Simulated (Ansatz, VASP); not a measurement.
MgMnCoO4: VASP beside Ansatz

Contents of INCAR:

```
SYSTEM = MgMnCoO4
PREC = Accurate ; ENCUT = 520
EDIFF = 1E-6 ; ISMEAR = -1
SIGMA = 0.05 ; LREAL = .False.
LASPH = .True. ; NELM = 150
ALGO = Normal ; ISIF = 2
LWAVE = .False. ; LCHARG = .False.
ISPIN = 2 ; MAGMOM = 2 4 0 0 0 0 0
LORBIT = 11 ; LMAXMIX = 4
GGA = PE ; NBANDS = 37
KPAR = 4
```

File KPOINTS:

```
regular mesh
0
Gamma
  9 6 5
  0 0 0
```

File POSCAR:

```
MgMnCoO4
1.0
    2.9504113691      0.0000000000      0.0000000000
    0.2155308011      5.2481916826      0.0000000000
    0.1105963623      1.4393811431      5.0726535596
Co Mn Mg O
1 1 1 4
Direct
    0.9632079600      0.5779083800      0.5870283800
    0.5069257900      0.9681577600      0.9672239300
    0.4739883500      0.3001481400      0.2911247100
    0.4935918200      0.2867608700      0.6730399900
    0.9913137700      0.1416696700      0.1312262600
    0.0240338200      0.8166876600      0.8198657300
    0.5099655000      0.6799395000      0.2878730000
```

input.yaml

```yaml
crystal:
  lattice:
    - [2.9504113691, 0.0, 0.0]
    - [0.2155308011, 5.2481916826, 0.0]
    - [0.1105963623, 1.4393811431, 5.0726535596]
  atoms:
    - { symbol: Co, position: [0.96320796, 0.57790838, 0.58702838], spin: 2.0 }
    - { symbol: Mn, position: [0.50692579, 0.96815776, 0.96722393], spin: 4.0 }
    - { symbol: Mg, position: [0.47398835, 0.30014814, 0.29112471] }
    - { symbol: O, position: [0.49359182, 0.28676087, 0.67303999] }
    - { symbol: O, position: [0.99131377, 0.14166967, 0.13122626] }
    - { symbol: O, position: [0.02403382, 0.81668766, 0.81986573] }
    - { symbol: O, position: [0.5099655, 0.6799395, 0.287873] }
hamiltonian:
  xc: pbe
  pseudopotentials: { kind: paw }
magnetization:
  spin_polarized: true
kpoints:
  mp_grid: { grid: [9, 6, 5] }
scf:
  occupations: { method: fermi_dirac, width: 0.05 }
output:
  forces: true
  stress: true
  eigenvalues: true
```

Alike in both runs: task single point; functional PBE; k mesh 9 × 6 × 5; occupations fermi-dirac, width 0.05 eV; collinear spin.

```csv
,VASP,Ansatz
version,VASP 6.6.1,Ansatz 0.2.0
potentials or method,"VASP PAW PBE potentials, release 64 (Co, Mn_pv, Mg, O)",Ansatz PAW
plane-wave cutoff (eV),520,420
valence electrons in the cell,48,66
```

|  | VASP | Ansatz | Ansatz less VASP |
| --- | --- | --- | --- |
| gap on the k mesh at the Fermi level (eV) | none | none | - |
| pressure (GPa) | -7.0 | -7.8 | -0.80 |
| traceless stress, the component that is largest in VASP (GPa) | -2.05 | -0.43 | +1.618 |
| rms of the force components (eV/Å) | 0.082 | 0.149 | +0.0667 |
| net moment per atom (μB) | 0.86 | 0.00 | -0.856 |
| size of the moment on the site where the two differ most (μB) | 2.77 | 2.56 | -0.209 |

The net moments are unlike, so the other rows may belong to different states. Site moments also hang on the region over which each program counts them. Atom by atom the forces differ by 0.153 eV/Å (rms over components). A gap of «none» marks a metal or a gap that the smearing closes. VASP's potentials hold 48 valence electrons a cell and Ansatz's 66, so a difference there can come from the potentials and not from the codes.
